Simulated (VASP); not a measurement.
Crystal: Mg2O.

```xyz
3
Lattice="2.0368 0.0000 0.0000 0.0000 3.4252 0.0000 0.0000 0.0000 4.1532" Properties=species:S:1:pos:R:3 pbc="T T T"
Mg    0.0000    0.0000    3.0906
Mg    0.0000    1.7126    0.0000
O     0.0000    0.0000    1.0626
```

```yaml
Program: VASP 6.6.1
Task: relaxation of cell and atoms
Functional: PBE
Potentials_or_basis: VASP PAW PBE potentials, release 64 (Mg, O)
Cutoff: 600 eV
k_mesh: 8 × 6 × 4
Occupations: gaussian, width 0.1 eV
Spin: no spin polarisation
```

At the start: pressure 105.7 GPa; volume 9.66 Å³/atom.

Question: Where does the relaxation end?

Answer: Over 42 steps the energy falls by 3176.5 meV/atom and the volume is 17.23 Å³/atom (+78.4 %); space group Pmm2 (No. 25, to 0.05 Å).

The path:
| step | energy change (eV) | largest force (eV/Å) | pressure (GPa) | volume (Å³) |
| --- | --- | --- | --- | --- |
| 1 | 0.0000 | 7.4365 | 105.66 | 28.97 |
| 3 | -8.4114 | 2.2898 | -2.91 | 51.21 |
| 5 | -9.0063 | 1.4038 | -0.95 | 50.16 |
| 7 | -9.1796 | 0.4957 | 1.63 | 49.46 |
| 9 | -9.2052 | 0.2186 | -1.13 | 50.70 |
| 11 | -9.2110 | 0.0361 | 0.22 | 50.12 |
| 13 | -9.2130 | 0.0726 | 0.33 | 50.25 |
| 15 | -9.2203 | 0.6210 | 0.59 | 51.56 |
| 17 | -9.2212 | 0.5193 | 0.51 | 51.35 |
| 19 | -9.2241 | 0.5825 | 0.44 | 51.57 |
| 21 | -9.2360 | 0.8260 | 0.25 | 52.44 |
| 23 | -9.2154 | 1.6221 | -0.80 | 55.70 |
| 25 | -9.2556 | 1.2193 | -0.23 | 54.07 |
| 27 | -9.2708 | 1.3532 | -2.21 | 56.21 |
| 29 | -9.2884 | 1.2976 | -1.55 | 55.43 |
| 31 | -9.3734 | 0.8825 | -2.30 | 55.20 |
| 33 | -9.3887 | 0.8426 | -2.60 | 55.06 |
| 35 | -9.4964 | 0.4800 | -0.72 | 52.39 |
| 37 | -9.5071 | 0.3661 | -0.02 | 51.47 |
| 39 | -9.5250 | 0.2364 | 0.25 | 51.56 |
| 41 | -9.5287 | 0.1011 | -0.22 | 51.79 |
| 42 | -9.5294 | 0.0327 | -0.22 | 51.69 |

Final structure:
```yaml
crystal:
  lattice:
    - [2.98210, 0.00000, 0.00000]
    - [0.00000, 3.24022, 0.00000]
    - [0.00000, 0.00000, 5.34958]
  atoms:
    - { symbol: Mg, position: [0.00000, 0.00000, 0.62813] }
    - { symbol: Mg, position: [0.00000, 0.50000, 0.09502] }
    - { symbol: O, position: [0.00000, 0.00000, 0.27685] }
```

Caveat: the k points lie up to 0.32 Å⁻¹ apart in the final cell; the volume moved by over 15 % at a fixed basis, so the end points are rough.
